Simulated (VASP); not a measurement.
# TiH (Fm-3m) in VASP: notebook

Aim: see how the results for TiH move with the level of theory and the settings. Levels: BLYP+D3(BJ), PBEsol, LDA. Tasks: single point, relaxation of cell and atoms.

Everything below comes from runs of VASP 6.6.1. Logs are shortened: lines on timing, memory, paths and dates and some standing lists are left out, and cuts for length are marked.

### 1 The cell of the first run

The structure is cubic, space group Fm-3m (No. 225). Conventional cell: a = 4.065 Å, b = 4.065 Å, c = 4.065 Å, α = 90.00°, β = 90.00°, γ = 90.00°. Ti (site symmetry m-3m) has 6 H at 2.03 Å within 2.7 Å. H (site symmetry m-3m) has 6 Ti at 2.03 Å within 2.7 Å.

### 2 Single point, BLYP+D3(BJ)

INCAR reads:

```
SYSTEM = TiH
PREC     = Accurate       ! precision mode
ENCUT    = 520            ! plane-wave cutoff, eV
EDIFF    = 1E-6           ! SCF threshold, eV
ISMEAR   = -1             ! smearing method
SIGMA    = 0.05           ! smearing width, eV
LREAL    = .FALSE.        ! projectors in reciprocal space
LASPH    = .TRUE.         ! aspherical terms in the spheres
NELM     = 80             ! most SCF steps
ALGO     = Normal         ! electronic algorithm
ISIF     = 2              ! what is computed and relaxed
LWAVE    = .FALSE.        ! write WAVECAR
LCHARG   = .TRUE.         ! write CHGCAR
GGA      = B5             ! functional
ALDAX    = 1.0          
AGGAX    = 1.0          
AGGAC    = 1.0          
ALDAC    = 0.0          
IVDW     = 12             ! dispersion correction
VDW_S6   = 1.0          
VDW_S8   = 2.6996       
VDW_A1   = 0.4298       
VDW_A2   = 4.2359       
LELF     = .TRUE.         ! ELF
LVHAR    = .TRUE.       
NBANDS   = 14             ! bands
```

KPOINTS reads:

```
regular mesh
0
G
  11 11 11
  0 0 0
```

POSCAR reads:

```
TiH
1.0
    0.0000000000      2.0325384310      2.0325384310
    2.0325384310      0.0000000000      2.0325384310
    2.0325384310      2.0325384310      0.0000000000
Ti H
1 1
Direct
    0.0000000000      0.0000000000      0.0000000000
    0.5000000000      0.5000000000      0.5000000000
```

Potentials or basis: VASP PAW PBE potentials, release 64 (Ti_sv, H).

The run is started by

```console
$ cat potpaw_PBE.64/Ti_sv/POTCAR potpaw_PBE.64/H/POTCAR > POTCAR
$ mpirun -np 1 vasp_std > vasp.out
```

OUTCAR:

```text
SYSTEM = TiH
   PREC = Accurate
   ENCUT = 520
   EDIFF = 1E-6
   ISMEAR = -1
   LREAL = .FALSE.
   LASPH = .TRUE.
   NELM = 80
   ISIF = 2
   GGA = B5
   IVDW = 12
 IVDW          = 12

 ion  position               nearest neighbor table
   1  0.000  0.000  0.000-
   2  0.500  0.500  0.500-

  LATTYP: Found a face centered cubic cell.
 ALAT       =     4.0650768620

  Lattice vectors:

 A1 = (   0.0000000000,   2.0325384310,   2.0325384310)
 A2 = (   2.0325384310,   0.0000000000,   2.0325384310)
 A3 = (   2.0325384310,   2.0325384310,   0.0000000000)

Analysis of symmetry for initial positions (statically):
=====================================================================
 Subroutine PRICEL returns:
 Original cell was already a primitive cell.

 Routine SETGRP: Setting up the symmetry group for a
 face centered cubic supercell.

 Subroutine GETGRP returns: Found 48 space group operations
 (whereof 48 operations were pure point group operations)
 out of a pool of 48 trial point group operations.

The static configuration has the point symmetry O_h .

Analysis of symmetry for dynamics (positions and initial velocities):
=====================================================================
 Subroutine PRICEL returns:
 Original cell was already a primitive cell.

 Routine SETGRP: Setting up the symmetry group for a
 face centered cubic supercell.

 Subroutine GETGRP returns: Found 48 space group operations
 (whereof 48 operations were pure point group operations)
 out of a pool of 48 trial point group operations.

The dynamic configuration has the point symmetry O_h .

 Subroutine INISYM returns: Found 48 space group operations
 (whereof 48 operations are pure point group operations),
 and found     1 'primitive' translations

----------------------------------------------------------------------------------------

                                     Primitive cell

  volume of cell :      16.7937

  direct lattice vectors                    reciprocal lattice vectors
     0.000000000  2.032538431  2.032538431    -0.245997809  0.245997809  0.245997809
     2.032538431  0.000000000  2.032538431     0.245997809 -0.245997809  0.245997809
     2.032538431  2.032538431  0.000000000     0.245997809  0.245997809 -0.245997809

  length of vectors
     2.874443415  2.874443415  2.874443415     0.426080703  0.426080703  0.426080703

  position of ions in fractional coordinates (direct lattice)
     0.000000000  0.000000000  0.000000000
     0.500000000  0.500000000  0.500000000

  ion indices of the primitive-cell ions
   primitive index   ion index
                 1           1
                 2           2

----------------------------------------------------------------------------------------

 KPOINTS: regular mesh

Automatic generation of k-mesh.
 Grid dimensions read from file:
 generate k-points for:   11   11   11

 Generating k-lattice:

  Cartesian coordinates                     Fractional coordinates (reciprocal lattice)
    -0.022363437  0.022363437  0.022363437     0.090909091  0.000000000  0.000000000
     0.022363437 -0.022363437  0.022363437     0.000000000  0.090909091  0.000000000
     0.022363437  0.022363437 -0.022363437     0.000000000  0.000000000  0.090909091

  Length of vectors
     0.038734609  0.038734609  0.038734609

  Shift w.r.t. Gamma in fractional coordinates (k-lattice)
     0.000000000  0.000000000  0.000000000

 Subroutine IBZKPT returns following result:
 ===========================================

 Found     56 irreducible k-points:

 Following reciprocal coordinates:
            Coordinates               Weight
  0.000000  0.000000  0.000000      1.000000
  0.090909  0.000000  0.000000      8.000000
  0.181818  0.000000  0.000000      8.000000
  0.272727  0.000000  0.000000      8.000000
  0.363636  0.000000  0.000000      8.000000
  0.454545  0.000000  0.000000      8.000000
[... 16 lines left out ...]
 -0.272727  0.181818  0.000000     24.000000
 -0.181818  0.181818  0.000000     12.000000
 [... further k-points ...]
   k-points           NKPTS =     56   k-points in BZ     NKDIM =     56   number of bands    NBANDS=     14
   number of dos      NEDOS =    301   number of ions     NIONS =      2
   total plane-waves  NPLWV =  13824
   dimension x,y,z NGX =    24 NGY =   24 NGZ =   24
   dimension x,y,z NGXF=    48 NGYF=   48 NGZF=   48
   ions per type =               1   1
   NGX,Y,Z   is equivalent  to a cutoff of  13.88, 13.88, 13.88 a.u.
   NGXF,Y,Z  is equivalent  to a cutoff of  27.76, 27.76, 27.76 a.u.
 SYSTEM =  TiH
   PREC   = accura    normal or accurate (medium, high low for compatibility)
   ISTART =      0    job   : 0-new  1-cont  2-samecut
   ICHARG =      2    charge: 1-file 2-atom 10-const
   ISPIN  =      1    spin polarized calculation?
   LNONCOLLINEAR =      F non collinear calculations
   LSORBIT =      F    spin-orbit coupling
   LASPH  =      T    aspherical Exc in radial PAW
   ENCUT  =  520.0 eV  38.22 Ry    6.18 a.u.   5.34  5.34  5.34*2*pi/ulx,y,z
   NELM   =     80;   NELMIN=  2; NELMDL= -5     # of ELM steps
   EDIFF  = 0.1E-05   stopping-criterion for ELM
   LREAL  =      F    real-space projection
   EDIFFG = 0.1E-04   stopping-criterion for IOM
   NSW    =      0    number of steps for IOM
   IBRION =     -1    ionic relax: 0-MD 1-quasi-New 2-CG
   NFREE  =      0    steps in history (QN), initial steepest desc. (CG)
   ISIF   =      2    stress and relaxation
   ISYM   =      2    0-nonsym 1-usesym 2-fastsym
   POTIM  = 0.5000    time-step for ionic-motion
   TEBEG  =    0.0;   TEEND  =   0.0 temperature during run
   PSTRESS=    0.0 pullay stress
   NELECT =      13.0000    total number of electrons
   NUPDOWN=      -1.0000    fix difference up-down
   EMIN   =  10.00;   EMAX   =-10.00  energy-range for DOS
   EFERMI =   0.00;   METHOD = LEGACY
   ISMEAR =    -1;   SIGMA  =   0.05  broadening in eV -4-tet -1-fermi 0-gaus
   EFERMI_NEDOS =   21; number of points for ismear=-14 and -15
   IALGO  =     38    algorithm
   IMIX   =      4    mixing-type and parameters
     AMIX     =   0.40;   BMIX     =  1.00
     AMIX_MAG =   1.60;   BMIX_MAG =  1.00
  volume/ion in A,a.u.               =       8.40        56.66
  Fermi-wavevector in a.u.,A,eV,Ry     =   1.503167  2.840573 30.742507  2.259511
  Thomas-Fermi vector in A             =   2.614312
   LORBIT       =      0    0 simple, 1 ext, 2 COOP (PROOUT), +10 PAW based schemes
   GGA     = B5    functional components
   LHFCALC =     F    Hartree Fock is set to
   AEXX    =    0.0000 exact exchange contribution
   IVDW    =    12    specifies the selected vdW correction
   LEPSILON=     F    determine dielectric tensor
   LRPA    =     F    only Hartree local field effects (RPA)
 non-spin polarized calculation
  energy-cutoff  :      520.00
  volume of cell :       16.79
 maximum number of plane-waves:       463
 NGX is ok and might be reduce to    24
   NGX = 11   NGY = 11   NGZ = 11

 number of electron      13.0000002 magnetization

 Free energy of the ion-electron system (eV)
  ---------------------------------------------------
  ext. energy  EPLUGINS =         0.00000000
  ---------------------------------------------------
  free energy    TOTEN  =       -10.54446002 eV

  energy without entropy =      -10.52616280  energy(sigma->0) =      -10.53531141

 E-fermi :  10.2298     XC(G=0): -11.7213

 val. band max:       10.2230543496   @ k =  -0.4545   0.1818   0.0909
 cond. band min:      10.2697093308   @ k =   0.4545   0.2727   0.0000
 fundamental gap:      0.0466549812
 Fermi energy:        10.2298072231

 k-point     1 :       0.0000    0.0000    0.0000
  band No.  band energies     occupation
      1     -46.2132      2.00000
      2     -22.2195      2.00000
      3     -22.2195      2.00000
      4     -22.2195      2.00000
      5       0.3945      2.00000
      6      10.8262      0.00001
      7      10.8262      0.00001
      8      10.8262      0.00001
      9      12.5635      0.00000
     10      12.5635      0.00000
     11      21.1984      0.00000
     12      25.3640      0.00000
     13      27.4464      0.00000
     14      27.4464      0.00000

 k-point     2 :       0.0909    0.0000    0.0000
  band No.  band energies     occupation
      1     -46.2012      2.00000
      2     -22.2876      2.00000
      3     -22.2272      2.00000
      4     -22.2272      2.00000
      5       0.6392      2.00000
      6      10.6356      0.00060
      7      10.9213      0.00000
      8      10.9213      0.00000
      9      12.4764      0.00000
     10      12.4764      0.00000
     11      20.2942      0.00000
     12      25.5876      0.00000
     13      27.7392      0.00000
     14      27.7392      0.00000

 k-point     3 :       0.1818    0.0000    0.0000
  band No.  band energies     occupation
      1     -46.1690      2.00000
      2     -22.4676      2.00000
      3     -22.2480      2.00000
      4     -22.2480      2.00000
      5       1.3349      2.00000
      6      10.0974      1.86775
      7      11.0646      0.00000
      8      11.0646      0.00000
      9      12.3992      0.00000
     10      12.3992      0.00000
     11      18.7640      0.00000
     12      25.5381      0.00000
     13      28.4742      0.00000
     14      28.4742      0.00000
[... 324 lines left out ...]
 k-point    23 :      -0.2727    0.1818    0.0000
  band No.  band energies     occupation
      1     -46.0760      2.00000
      2     -22.8080      2.00000
      3     -22.4661      2.00000
      4     -22.2989      2.00000
      5       3.5042      2.00000
      6       8.8702      2.00000
      7       9.8422      1.99914
      8      11.2392      0.00000
      9      12.4128      0.00000
     10      14.0658      0.00000
     11      18.0373      0.00000
     12      22.1888      0.00000
     13      25.8513      0.00000
     14      29.2627      0.00000

 k-point    24 :      -0.1818    0.1818    0.0000
  band No.  band energies     occupation
      1     -46.1122      2.00000
      2     -22.6752      2.00000
      3     -22.3981      2.00000
      4     -22.2666      2.00000
      5       2.6001      2.00000
      6       9.6439      1.99998
      7      10.0475      1.94919
      8      11.5156      0.00000
      9      11.7761      0.00000
     10      13.5176      0.00000
     11      18.1435      0.00000
     12      23.7553      0.00000
     13      27.1259      0.00000
     14      29.1130      0.00000

 [... further k-points ...]

------------------------ aborting loop because EDIFF is reached ----------------------------------------

 Edisp (eV)   -1.88981

 E8    (eV) :    -1.3844

  FORCE on cell =-STRESS in cart. coord.  units (eV):
  Direction    XX          YY          ZZ          XY          YZ          ZX
  --------------------------------------------------------------------------------------
  -------------------------------------------------------------------------------------
  Total       0.00536     0.00536     0.00536    -0.00000     0.00000     0.00000
  in kB       0.51127     0.51127     0.51127    -0.00000     0.00000     0.00000
  external pressure =        0.51 kB  Pullay stress =        0.00 kB

 VOLUME and BASIS-vectors are now :
 -----------------------------------------------------------------------------
  energy-cutoff  :      520.00
  volume of cell :       16.79
      direct lattice vectors                 reciprocal lattice vectors
     0.000000000  2.032538431  2.032538431    -0.245997809  0.245997809  0.245997809
     2.032538431  0.000000000  2.032538431     0.245997809 -0.245997809  0.245997809
     2.032538431  2.032538431  0.000000000     0.245997809  0.245997809 -0.245997809

 POSITION                                       TOTAL-FORCE (eV/Angst)
 -----------------------------------------------------------------------------------
      0.00000      0.00000      0.00000         0.000000     -0.000000     -0.000000
      2.03254      2.03254      2.03254        -0.000000      0.000000      0.000000
 -----------------------------------------------------------------------------------
    total drift:                                0.000000     -0.000000     -0.000000

  FREE ENERGIE OF THE ION-ELECTRON SYSTEM (eV)
  ---------------------------------------------------
  free  energy   TOTEN  =       -12.4342705952 eV

  energy  without entropy=      -12.4159733688  energy(sigma->0) =      -12.42512198
```

Wall time 9.2 s (1 thread of Intel Xeon 6975P-C (Granite Rapids), shared host); peak memory 0.15 GiB.

Results:

| Property | Result |
| --- | --- |
| Free energy | -12.4343 eV |
| Pressure | 0.1 GPa |
| Dispersion energy per atom | -0.945 eV |

Caveat: the PAW data sets were made with another functional, which shifts forces and pressure a little; pairwise dispersion overbinds metals, which lowers pressure and volume.

[end of part 1 of 3]
